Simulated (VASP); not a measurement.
A run of VASP 6.6.1 is set up as follows.

File INCAR:

```
SYSTEM = C
  ALGO = Normal
  EDIFF = 1E-6
  ENCUT = 520
  GGA = CA
  ISIF = 2
  ISMEAR = 0
  LASPH = .TRUE.
  LCHARG = .TRUE.
  LELF = .TRUE.
  LREAL = .FALSE.
  LVHAR = .TRUE.
  LWAVE = .FALSE.
  NBANDS = 16
  NELM = 80
  PREC = Accurate
  SIGMA = 0.03
```

The input KPOINTS:

```
k-points
0
G
  16 16 6
  0 0 0
```

POSCAR

```
C
1.0
    1.2227846672      2.1166507485      0.0000000000
    1.2227846672     -2.1166507485      0.0000000000
    0.0000000000      0.0000000000     -6.7194983675
C
4
Direct
    0.2021399029      0.7978600971      0.0000000000
    0.6312732283      0.3687267717      0.5000000000
    0.8687267717      0.1312732283      1.0000000000
    0.2978600971      0.7021399029      0.5000000000
```

Potentials or basis: VASP PAW LDA potentials, release 64 (C).

Launch:

```console
$ cat potpaw_LDA.64/C/POTCAR > POTCAR
$ mpirun -np 1 vasp_std > vasp.out
```

Question: Estimate the largest force.

Answer: 0.031 eV/Å.

Question: Estimate the pressure.

Answer: 0.8 GPa.

Forces on the atoms (eV/Å):
```
C    0.000 -0.017  0.000
C    0.000 -0.031  0.000
C    0.000  0.031  0.000
C    0.000  0.017  0.000
```

Caveat: the cell differs from its parent crystal (mode 1 (-37.7 1/cm) frozen in, largest displacement +0.150 Å).
